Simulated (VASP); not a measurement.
# Ge in VASP: single point with PBE+D3(BJ)

Aim: the single point of Ge with PBE+D3(BJ).

All numbers are computed with VASP 6.6.1; they aren't measurements. Logs are shortened: lines on timing, memory, paths and dates and some standing lists are left out, and cuts for length are marked.

## (1) The cell of the first run

The cell holds a slab with vacuum, 4 atoms: a = 4.030 Å, b = 4.030 Å, c = 18.275 Å, α = 90.00°, β = 90.00°, γ = 90.00°.

## (2) Single point, PBE+D3(BJ)

INCAR

```
SYSTEM = Ge
PREC = Accurate
ENCUT = 520
EDIFF = 1E-6
ISMEAR = 0
SIGMA = 0.1
LREAL = .FALSE.
LASPH = .TRUE.
NELM = 60
ALGO = Normal
ISIF = 2
LWAVE = .FALSE.
LCHARG = .FALSE.
LDIPOL = .TRUE.
IDIPOL = 3
DIPOL = 0.5 0.5 0.502
GGA = PE
IVDW = 12
NBANDS = 36
```

KPOINTS

```
regular mesh
0
G
  7 7 1
  0 0 0
```

POSCAR

```
Ge
1.0
    4.0303587907      0.0000000000      0.0000000000
    0.0000000000      4.0303587907      0.0000000000
    0.0000000000      0.0000000000     18.2748410472
Ge
4
Direct
    0.0000000000      0.5000000000      0.3830402673
    0.0000000000      0.0000000000      0.4610134224
    0.5000000000      0.0000000000      0.5427083471
    0.5000000000      0.5000000000      0.6206162200
```

Potentials or basis: VASP PAW PBE potentials, release 64 (Ge_d).

Run with:

```console
cat potpaw_PBE.64/Ge_d/POTCAR > POTCAR
mpirun -np 1 vasp_std > vasp.out
```

OUTCAR:

```text
SYSTEM = Ge
   PREC = Accurate
   ENCUT = 520
   EDIFF = 1E-6
   ISMEAR = 0
   LREAL = .FALSE.
   LASPH = .TRUE.
   NELM = 60
   ISIF = 2
   GGA = PE
   IVDW = 12
 IVDW          = 12

 ion  position               nearest neighbor table
   1  0.000  0.500  0.383-   2 2.47   2 2.47
   2  0.000  0.000  0.461-   1 2.47   1 2.47   3 2.51   3 2.51
   3  0.500  0.000  0.543-   4 2.47   4 2.47   2 2.51   2 2.51
   4  0.500  0.500  0.621-   3 2.47   3 2.47

  LATTYP: Found a simple tetragonal cell.
 ALAT       =     4.0303587907
 C/A-ratio  =     4.5342963235

  Lattice vectors:

 A1 = (   4.0303587907,   0.0000000000,   0.0000000000)
 A2 = (   0.0000000000,   4.0303587907,   0.0000000000)
 A3 = (   0.0000000000,   0.0000000000,  18.2748410472)

Analysis of symmetry for initial positions (statically):
=====================================================================
 Subroutine PRICEL returns:
 Original cell was already a primitive cell.

 Routine SETGRP: Setting up the symmetry group for a
 simple tetragonal supercell.

 Subroutine GETGRP returns: Found  4 space group operations
 (whereof  4 operations were pure point group operations)
 out of a pool of 16 trial point group operations.

The static configuration has the point symmetry C_2v.

Analysis of symmetry for dynamics (positions and initial velocities):
=====================================================================
 Subroutine PRICEL returns:
 Original cell was already a primitive cell.

 Routine SETGRP: Setting up the symmetry group for a
 simple tetragonal supercell.

 Subroutine GETGRP returns: Found  4 space group operations
 (whereof  4 operations were pure point group operations)
 out of a pool of 16 trial point group operations.

The dynamic configuration has the point symmetry C_2v.

 Subroutine INISYM returns: Found  4 space group operations
 (whereof  4 operations are pure point group operations),
 and found     1 'primitive' translations

----------------------------------------------------------------------------------------

                                     Primitive cell

  volume of cell :     296.8527

  direct lattice vectors                    reciprocal lattice vectors
     4.030358791  0.000000000  0.000000000     0.248116868  0.000000000  0.000000000
     0.000000000  4.030358791  0.000000000     0.000000000  0.248116868  0.000000000
     0.000000000  0.000000000 18.274841047     0.000000000  0.000000000  0.054720038

  length of vectors
     4.030358791  4.030358791 18.274841047     0.248116868  0.248116868  0.054720038

  position of ions in fractional coordinates (direct lattice)
     0.000000000  0.500000000  0.383040267
     0.000000000  0.000000000  0.461013422
     0.500000000  0.000000000  0.542708347
     0.500000000  0.500000000  0.620616220

  ion indices of the primitive-cell ions
   primitive index   ion index
                 1           1
                 2           2
                 3           3
                 4           4

----------------------------------------------------------------------------------------

 KPOINTS: regular mesh

Automatic generation of k-mesh.
 Grid dimensions read from file:
 generate k-points for:    7    7    1

 Generating k-lattice:

  Cartesian coordinates                     Fractional coordinates (reciprocal lattice)
     0.035445267  0.000000000  0.000000000     0.142857143  0.000000000  0.000000000
     0.000000000  0.035445267  0.000000000     0.000000000  0.142857143  0.000000000
     0.000000000  0.000000000  0.054720038     0.000000000  0.000000000  1.000000000

  Length of vectors
     0.035445267  0.035445267  0.054720038

  Shift w.r.t. Gamma in fractional coordinates (k-lattice)
     0.000000000  0.000000000  0.000000000

 Subroutine IBZKPT returns following result:
 ===========================================

 Found     16 irreducible k-points:

 Following reciprocal coordinates:
            Coordinates               Weight
  0.000000  0.000000  0.000000      1.000000
  0.142857  0.000000  0.000000      2.000000
  0.000000  0.142857  0.000000      2.000000
  0.285714  0.000000  0.000000      2.000000
  0.000000  0.285714  0.000000      2.000000
  0.428571  0.000000  0.000000      2.000000
[... 8 lines left out ...]
 -0.285714  0.428571  0.000000      4.000000
  0.428571  0.428571  0.000000      4.000000
   k-points           NKPTS =     16   k-points in BZ     NKDIM =     16   number of bands    NBANDS=     36
   number of dos      NEDOS =    301   number of ions     NIONS =      4
   total plane-waves  NPLWV = 126000
   dimension x,y,z NGX =    30 NGY =   30 NGZ =  140
   dimension x,y,z NGXF=    60 NGYF=   60 NGZF=  280
   ions per type =               4
   NGX,Y,Z   is equivalent  to a cutoff of  12.37, 12.37, 12.74 a.u.
   NGXF,Y,Z  is equivalent  to a cutoff of  24.75, 24.75, 25.47 a.u.
 SYSTEM =  Ge
   PREC   = accura    normal or accurate (medium, high low for compatibility)
   ISTART =      0    job   : 0-new  1-cont  2-samecut
   ICHARG =      2    charge: 1-file 2-atom 10-const
   ISPIN  =      1    spin polarized calculation?
   LNONCOLLINEAR =      F non collinear calculations
   LSORBIT =      F    spin-orbit coupling
   LASPH  =      T    aspherical Exc in radial PAW
   ENCUT  =  520.0 eV  38.22 Ry    6.18 a.u.   7.49  7.49 33.98*2*pi/ulx,y,z
   NELM   =     60;   NELMIN=  2; NELMDL= -5     # of ELM steps
   EDIFF  = 0.1E-05   stopping-criterion for ELM
   LREAL  =      F    real-space projection
   EDIFFG = 0.1E-04   stopping-criterion for IOM
   NSW    =      0    number of steps for IOM
   IBRION =     -1    ionic relax: 0-MD 1-quasi-New 2-CG
   NFREE  =      0    steps in history (QN), initial steepest desc. (CG)
   ISIF   =      2    stress and relaxation
   ISYM   =      2    0-nonsym 1-usesym 2-fastsym
   POTIM  = 0.5000    time-step for ionic-motion
   TEBEG  =    0.0;   TEEND  =   0.0 temperature during run
   PSTRESS=    0.0 pullay stress
   NELECT =      56.0000    total number of electrons
   NUPDOWN=      -1.0000    fix difference up-down
   EMIN   =  10.00;   EMAX   =-10.00  energy-range for DOS
   EFERMI =   0.00;   METHOD = LEGACY
   ISMEAR =     0;   SIGMA  =   0.10  broadening in eV -4-tet -1-fermi 0-gaus
   EFERMI_NEDOS =   21; number of points for ismear=-14 and -15
   IALGO  =     38    algorithm
   IMIX   =      4    mixing-type and parameters
     AMIX     =   0.40;   BMIX     =  1.00
     AMIX_MAG =   1.60;   BMIX_MAG =  1.00
  volume/ion in A,a.u.               =      74.21       500.82
  Fermi-wavevector in a.u.,A,eV,Ry     =   0.938910  1.774282 11.994236  0.881551
  Thomas-Fermi vector in A             =   2.066169
   LORBIT       =      0    0 simple, 1 ext, 2 COOP (PROOUT), +10 PAW based schemes
   GGA     = PE    functional components
   LHFCALC =     F    Hartree Fock is set to
   AEXX    =    0.0000 exact exchange contribution
   IVDW    =    12    specifies the selected vdW correction
   LEPSILON=     F    determine dielectric tensor
   LRPA    =     F    only Hartree local field effects (RPA)
 non-spin polarized calculation
 Gauss-broadening in eV      SIGMA  =   0.10
  energy-cutoff  :      520.00
  volume of cell :      296.85
 maximum number of plane-waves:      8067
 NGX is ok and might be reduce to    30
   NGX = 15   NGY = 15   NGZ = 67

 dipolmoment           0.000000      0.000000     -0.000013 electrons x Angstroem

 number of electron      55.9999940 magnetization

 dipolmoment           0.000000      0.000000      0.000010 electrons x Angstroem

 Free energy of the ion-electron system (eV)
  ---------------------------------------------------
  ext. energy  EPLUGINS =         0.00000000
  ---------------------------------------------------
  free energy    TOTEN  =       -15.43778351 eV

  energy without entropy =      -15.42509453  energy(sigma->0) =      -15.43143902

 E-fermi :  -2.0362     XC(G=0):  -4.0546

 val. band max:       -2.0519385974   @ k =   0.4286   0.2857   0.0000
 cond. band min:      -1.9058000933   @ k =   0.1429   0.0000   0.0000
 fundamental gap:      0.1461385041
 Fermi energy:        -2.0361585439

 k-point     1 :       0.0000    0.0000    0.0000
  band No.  band energies     occupation
      1     -26.3141      2.00000
      2     -26.3117      2.00000
      3     -26.2615      2.00000
      4     -26.2545      2.00000
      5     -26.2527      2.00000
      6     -26.2527      2.00000
[... 28 lines left out ...]
     35       2.5627      0.00000
     36       2.9064      0.00000

 k-point     2 :       0.1429    0.0000    0.0000
  band No.  band energies     occupation
      1     -26.3134      2.00000
      2     -26.3117      2.00000
      3     -26.2608      2.00000
      4     -26.2548      2.00000
      5     -26.2533      2.00000
      6     -26.2532      2.00000
[... 28 lines left out ...]
     35       2.6594      0.00000
     36       3.1024      0.00000

 k-point     3 :       0.0000    0.1429    0.0000
  band No.  band energies     occupation
      1     -26.3157      2.00000
      2     -26.3135      2.00000
      3     -26.2629      2.00000
      4     -26.2565      2.00000
      5     -26.2556      2.00000
      6     -26.2533      2.00000
[... 28 lines left out ...]
     35       2.9267      0.00000
     36       3.0605      0.00000

 k-point     4 :       0.2857    0.0000    0.0000
  band No.  band energies     occupation
      1     -26.3119      2.00000
      2     -26.3113      2.00000
      3     -26.2593      2.00000
      4     -26.2556      2.00000
      5     -26.2545      2.00000
      6     -26.2543      2.00000
[... 28 lines left out ...]
     35       3.3985      0.00000
     36       3.9203      0.00000

 k-point     5 :       0.0000    0.2857    0.0000
  band No.  band energies     occupation
      1     -26.3196      2.00000
      2     -26.3170      2.00000
      3     -26.2679      2.00000
      4     -26.2605      2.00000
      5     -26.2574      2.00000
      6     -26.2478      2.00000
[... 343 lines left out ...]
 k-point    14 :       0.4286    0.2857    0.0000
  band No.  band energies     occupation
      1     -26.3161      2.00000
      2     -26.3155      2.00000
      3     -26.2622      2.00000
      4     -26.2607      2.00000
      5     -26.2585      2.00000
      6     -26.2548      2.00000
[... 28 lines left out ...]
     35       4.0783      0.00000
     36       4.6171      0.00000

 k-point    15 :      -0.2857    0.4286    0.0000
  band No.  band energies     occupation
      1     -26.3204      2.00000
      2     -26.3181      2.00000
      3     -26.2691      2.00000
      4     -26.2621      2.00000
      5     -26.2599      2.00000
      6     -26.2527      2.00000
[... 28 lines left out ...]
     35       4.2173      0.00000
     36       4.5545      0.00000

 k-point    16 :       0.4286    0.4286    0.0000
  band No.  band energies     occupation
      1     -26.3188      2.00000
      2     -26.3178      2.00000
      3     -26.2639      2.00000
      4     -26.2618      2.00000
      5     -26.2610      2.00000
      6     -26.2577      2.00000
[... 28 lines left out ...]
     35       4.1036      0.00000
     36       4.7042      0.00000

------------------------ aborting loop because EDIFF is reached ----------------------------------------

 vacuum level on the upper side and lower side of the slab       (xc-potential included)        -0.161        -0.162

 Edisp (eV)   -0.85176

 E8    (eV) :    -0.3995

  FORCE on cell =-STRESS in cart. coord.  units (eV):
  Direction    XX          YY          ZZ          XY          YZ          ZX
  --------------------------------------------------------------------------------------
  -------------------------------------------------------------------------------------
  Total      -2.31302    -0.31713    -0.05215     0.00000     0.00000     0.00000
  in kB     -12.48384    -1.71163    -0.28149     0.00000     0.00000     0.00000
  external pressure =       -4.83 kB  Pullay stress =        0.00 kB

 VOLUME and BASIS-vectors are now :
 -----------------------------------------------------------------------------
  energy-cutoff  :      520.00
  volume of cell :      296.85
      direct lattice vectors                 reciprocal lattice vectors
     4.030358791  0.000000000  0.000000000     0.248116868  0.000000000  0.000000000
     0.000000000  4.030358791  0.000000000     0.000000000  0.248116868  0.000000000
     0.000000000  0.000000000 18.274841047     0.000000000  0.000000000  0.054720038

 POSITION                                       TOTAL-FORCE (eV/Angst)
 -----------------------------------------------------------------------------------
      0.00000      2.01518      7.00000         0.000000      0.000000      0.006790
      0.00000      0.00000      8.42495         0.000000      0.000000     -0.013624
      2.01518      0.00000      9.91791         0.000000      0.000000      0.007040
      2.01518      2.01518     11.34166         0.000000      0.000000     -0.000206
 -----------------------------------------------------------------------------------
    total drift:                                0.000000      0.000000     -0.000393

  FREE ENERGIE OF THE ION-ELECTRON SYSTEM (eV)
  ---------------------------------------------------
  free  energy   TOTEN  =       -16.2895409410 eV

  energy  without entropy=      -16.2768519598  energy(sigma->0) =      -16.28319645

 vacuum level on the upper side and lower side of the slab         2.778         2.779
```

Wall time 8.1 min (1 thread of Intel Xeon Platinum 8259CL at 2.50GHz (Skylake/Cascade Lake), shared host); peak memory 0.41 GiB.

Results:

- Free energy: -16.2895 eV
- Largest force: 0.014 eV/Å
- Band gap on the k mesh: zero (band 28 reaches -1.41 eV, above the bottom of band 29 at -2.11 eV)
- Dispersion energy per atom: -0.213 eV

Forces in eV/Å, atoms in the order of the input:
```
Ge   0.000  0.000  0.007
Ge   0.000  0.000 -0.014
Ge   0.000  0.000  0.007
Ge   0.000  0.000  0.000
```

Levels at points of the mesh, in eV from the Fermi level:
```csv
k point,band 25,band 26,band 27,band 28,band 29,band 30,band 31,band 32
"(0.00, 0.00, 0.00)",-1.63,-1.41,-0.24,0.63,1.35,2.01,2.14,2.22
```
